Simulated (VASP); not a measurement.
Input of a VASP 6.6.1 run:

Contents of INCAR:

```
SYSTEM = Si2Ni
ALGO     = Normal         ! electronic algorithm
EDIFF    = 1E-7           ! SCF threshold, eV
ENCUT    = 520            ! plane-wave cutoff, eV
GGA      = RE             ! functional
ISIF     = 2              ! what is computed and relaxed
ISMEAR   = -1             ! smearing method
ISPIN    = 2              ! spin polarisation
LASPH    = .TRUE.         ! aspherical terms in the spheres
LCHARG   = .FALSE.        ! write CHGCAR
LMAXMIX  = 4              ! l up to which the mixer works
LORBIT   = 11             ! projections on sites
LREAL    = .FALSE.        ! projectors in reciprocal space
LWAVE    = .FALSE.        ! write WAVECAR
MAGMOM   = 1 0 0          ! initial moments
NBANDS   = 20             ! bands
NELM     = 150            ! most SCF steps
PREC     = Accurate       ! precision mode
SIGMA    = 0.05           ! smearing width, eV
```

KPOINTS

```
k-points
0
G
  9 9 9
  0 0 0
```

POSCAR

```
Si2Ni
1.0
    0.0000000000      2.7030000000      2.7030000000
    2.7030000000      0.0000000000      2.7030000000
    2.7030000000      2.7030000000      0.0000000000
Ni Si
1 2
Direct
    0.0000000000      0.0000000000      0.0000000000
    0.7500000000      0.7500000000      0.7500000000
    0.2500000000      0.2500000000      0.2500000000
```

Potentials or basis: VASP PAW PBE potentials, release 64 (Ni, Si).

Command:

```sh
$ cat potpaw_PBE.64/Ni/POTCAR potpaw_PBE.64/Si/POTCAR > POTCAR
$ mpirun -np 1 vasp_std > vasp.out
```

Task: Estimate the band gap on the k mesh.

Result: Zero (filled and empty bands overlap).

Task: What does it give for the net moment?

Result: 0.00 μB per cell.
